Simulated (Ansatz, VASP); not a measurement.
# Al2Cu in VASP and in Ansatz

File INCAR:

```
ALGO = Fast
EDIFF = 1E-7
ENCUT = 520
GGA = PS
ISIF = 2
ISMEAR = 0
LASPH = T
LCHARG = F
LREAL = F
LWAVE = F
NBANDS = 16
NELM = 100
PREC = Accurate
SIGMA = 0.15
```

Contents of KPOINTS:

```
k-points
0
Gamma
  16 16 16
```

Contents of POSCAR:

```
Al2Cu
1.0
   -2.0246315468      2.0246315468      2.8630136658
    2.0246315468     -2.0246315468      2.8630136658
    2.0246315468      2.0246315468     -2.8630136658
Al Cu
2 1
Direct
    0.7500000000      0.2623479257      0.5123479257
    0.2500000000      0.7376520743      0.4876520743
    0.5000000000      0.5000000000      0.0000000000
```

Input for Ansatz:

```yaml
crystal:
  lattice:
    - [-2.0246315468, 2.0246315468, 2.8630136658]
    - [2.0246315468, -2.0246315468, 2.8630136658]
    - [2.0246315468, 2.0246315468, -2.8630136658]
  atoms:
    - { symbol: Al, position: [0.75, 0.2623479257, 0.5123479257] }
    - { symbol: Al, position: [0.25, 0.7376520743, 0.4876520743] }
    - { symbol: Cu, position: [0.5, 0.5, 0.0] }
basis:
  ecutwfc: 420
kpoints:
  mp_grid: { grid: [16, 16, 16] }
hamiltonian:
  xc: pbesol
scf:
  occupations: { method: gaussian, width: 0.15 }
output:
  forces: true
  stress: true
  eigenvalues: true
```

Change from the starting cell: mode 7 (289.8 1/cm) frozen in, largest displacement +0.050 Å.

Alike in both runs: task single point; functional PBEsol; k mesh 16 × 16 × 16; occupations gaussian, width 0.15 eV; no spin polarisation.

|  | VASP | Ansatz |
| --- | --- | --- |
| version | VASP 6.6.1 | Ansatz 0.2.0 |
| potentials or method | VASP PAW PBE potentials, release 64 (Al, Cu), cutoff 520 eV | scalar-relativistic, plane waves, PAW |
| valence electrons in the cell | 17 | 25 |

Ansatz gave:

| Item | Value |
| --- | --- |
| gap on the k mesh at the Fermi level (eV) | none |
| pressure (GPa) | 0.2 |
| traceless stress, the component that is largest in VASP (GPa) | -1.73 |
| rms of the force components (eV/Å) | 0.197 |

Q: What did VASP give for the same quantities?

A: gap on the k mesh at the Fermi level (eV): none; pressure (GPa): 0.6; traceless stress, the component that is largest in VASP (GPa): -1.74; rms of the force components (eV/Å): 0.197.

VASP's potentials were made for PBE, not for PBEsol. Atom by atom the forces differ by 0.001 eV/Å (rms over components). A gap of «none» marks a metal or a gap that the smearing closes. With one functional, cell and mesh, what is left measures potentials, basis and numerics. VASP's potentials hold 17 valence electrons a cell and Ansatz's 25, so a difference there can come from the potentials and not from the codes.
